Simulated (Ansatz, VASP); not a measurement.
# As in VASP and in Ansatz

```
CELL_PARAMETERS angstrom
3.69854 0.00000 -4.69345
3.69854 0.00000 4.69345
-1.84927 -5.72532 0.00000
ATOMIC_POSITIONS crystal
As 0.58750 0.51800 0.21101
As 0.08750 0.01800 0.21101
As 0.01800 0.58750 0.21101
As 0.51800 0.08750 0.21101
As 0.41250 0.48200 0.78899
As 0.91250 0.98200 0.78899
As 0.98200 0.41250 0.78899
As 0.48200 0.91250 0.78899
```

Alike in both runs: functional PBE; k mesh 8 × 8 × 6; occupations gaussian, width 0.1 eV; no spin polarisation.

Ansatz relaxed the structure, and its values are those at the end. VASP's run is a single point on that final structure, the one shown.

|  | VASP | Ansatz |
| --- | --- | --- |
| version | VASP 6.6.1 | Ansatz 0.2.0 |
| potentials or method | VASP PAW PBE potentials, release 64 (As), cutoff 520 eV | scalar-relativistic, plane waves, PAW |
| valence electrons in the cell | 40 | 120 |

```tsv
	VASP	Ansatz	Ansatz less VASP
gap on the k mesh at the Fermi level (eV)	0.04	0.03	-0.011
least direct gap on the mesh (eV)	0.04	0.03	-0.011
pressure (GPa)	0.3	0.0	-0.26
rms of the force components (eV/Å)	0.032	0.001	-0.0308
```

VASP's potentials hold 40 valence electrons a cell and Ansatz's 120, so a difference there can come from the potentials and not from the codes.
